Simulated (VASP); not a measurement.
HfN, 4 atoms in the cell. The structure is monoclinic, space group Cm (No. 8). The conventional cell has a = 5.961 Å, b = 3.442 Å, c = 3.442 Å, α = 90.00°, β = 125.26°, γ = 90.00°. Within 2.6 Å of Hf (site symmetry m) lie 4 N at 1.98 to 2.24 Å. N (site symmetry m) has 4 Hf at 1.98 to 2.24 Å within 2.6 Å.  This cell differs from its parent crystal: atoms displaced along a vibrational mode.

| Property | Result |
| --- | --- |
| Program | VASP 6.6.1 |
| Task | single point |
| Functional | PBEsol |
| Potentials or basis | VASP PAW PBE potentials, release 64 (Hf_pv, N) |
| Cutoff | 520 eV |
| k mesh | 18 × 18 × 12 |
| Occupations | gaussian, width 0.15 eV |
| Spin | no spin polarisation |
| Dipole correction | no |
| Further INCAR settings | ALGO = Normal; EDIFF = 1e-06; NBANDS = 23 |

Potentials or basis: VASP PAW PBE potentials, release 64 (Hf_pv, N).

Launch:

```bash
$ cat potpaw_PBE.64/Hf_pv/POTCAR potpaw_PBE.64/N/POTCAR > POTCAR
$ mpirun -np 1 vasp_std > vasp.out
```

Hardware: 1 thread of Intel(R) Xeon(R) 6975P-C (Granite Rapids), with other jobs on the host.

Question: How long does it take, and how much memory?

Answer: Run time: 9.5 min on 1 thread of Intel(R) Xeon(R) 6975P-C (Granite Rapids) (shared host), peak memory 1.2 GiB. Counts: scf iterations 13, k points 1100.
